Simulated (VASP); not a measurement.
Set up this calculation in VASP 6.6.1, as the native input.

- Task: single point
- Functional: PBE
- Potentials or basis: VASP PAW PBE potentials, release 64 (Ta_sv_GW, N)
- Cutoff: 600 eV
- k mesh: 16 × 16 × 16
- Occupations: gaussian, width 0.05 eV
- Spin: no spin polarisation
- Dipole correction: no
- Second run: valence_matched
- Further INCAR settings: ALGO = Normal; EDIFF = 1e-06; NBANDS = 16

The structure of TaN lies in POSCAR:

```
TaN
1.0
    0.0000000000      2.1790000000      2.1790000000
    2.1790000000      0.0000000000      2.1790000000
    2.1790000000      2.1790000000      0.0000000000
Ta N
1 1
Direct
    0.5000000000      0.5000000000      0.5000000000
    0.0000000000      0.0000000000      0.0000000000
```

These files were run (other wordings do the same):

INCAR

```
SYSTEM = TaN
  ALGO = Normal
  EDIFF = 1E-6
  ENCUT = 600
  GGA = PE
  GGA_COMPAT = .FALSE.
  ISIF = 2
  ISMEAR = 0
  LASPH = .TRUE.
  LCHARG = .FALSE.
  LREAL = .FALSE.
  LWAVE = .FALSE.
  NBANDS = 16
  NELM = 120
  PREC = Accurate
  SIGMA = 0.05
```

KPOINTS

```
k-points
0
G
  16 16 16
  0 0 0
```

Potentials or basis: VASP PAW PBE potentials, release 64 (Ta_sv_GW, N).

Run with:

```bash
$ cat potpaw_PBE.64/Ta_sv_GW/POTCAR potpaw_PBE.64/N/POTCAR > POTCAR
$ mpirun -np 1 vasp_std > vasp.out
```

Results of the run:

```yaml
Pressure: 14.6 GPa
Band_gap_on_the_k_mesh: zero (band 9 reaches 16.24 eV, above the bottom of band 10 at 12.07 eV)
```

Caveat: spin-orbit coupling is left out, which moves the levels of the heavy elements.

Wall time 53 s on 1 thread of Intel(R) Xeon(R) Platinum 8375C CPU @ 2.90GHz (Ice Lake), on a shared host, peak memory 0.21 GiB.
